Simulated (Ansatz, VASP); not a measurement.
GePt2 in VASP and in Ansatz

```xyz
9
Lattice="6.7607 0.0000 0.0000 -3.3804 5.8550 0.0000 0.0000 0.0000 3.4587" Properties=species:S:1:pos:R:3 pbc="T T T"
Ge    3.3804    1.9517    0.0000
Ge    0.0000    3.9033    0.0000
Ge    0.0000    0.0000    1.7293
Pt    4.2115    0.0000    1.7293
Pt    1.2746    2.2077    1.7293
Pt   -2.1058    3.6473    1.7293
Pt   -0.9631    1.6682    0.0000
Pt    2.4173    4.1868    0.0000
Pt    1.9262    0.0000    0.0000
```

Alike in both runs: functional PBEsol; k mesh 6 × 6 × 10; occupations gaussian, width 0.1 eV; no spin polarisation.

Ansatz relaxed the structure, and its values are those at the end. VASP's run is a single point on that final structure, the one shown.

|  | VASP | Ansatz |
| --- | --- | --- |
| version | VASP 6.6.1 | Ansatz 0.2.0 |
| potentials or method | VASP PAW PBE potentials, release 64 (Ge_d, Pt), cutoff 520 eV | scalar-relativistic, plane waves, PAW |
| valence electrons in the cell | 102 | 150 |

```csv
,VASP,Ansatz,Ansatz less VASP
gap on the k mesh at the Fermi level (eV),none,none,-
pressure (GPa),0.1,0.0,-0.11
```

VASP's potentials were made for PBE, not for PBEsol. A gap of «none» marks a metal or a gap that the smearing closes. VASP's potentials hold 102 valence electrons a cell and Ansatz's 150, so a difference there can come from the potentials and not from the codes.

Spin-orbit coupling is off throughout.
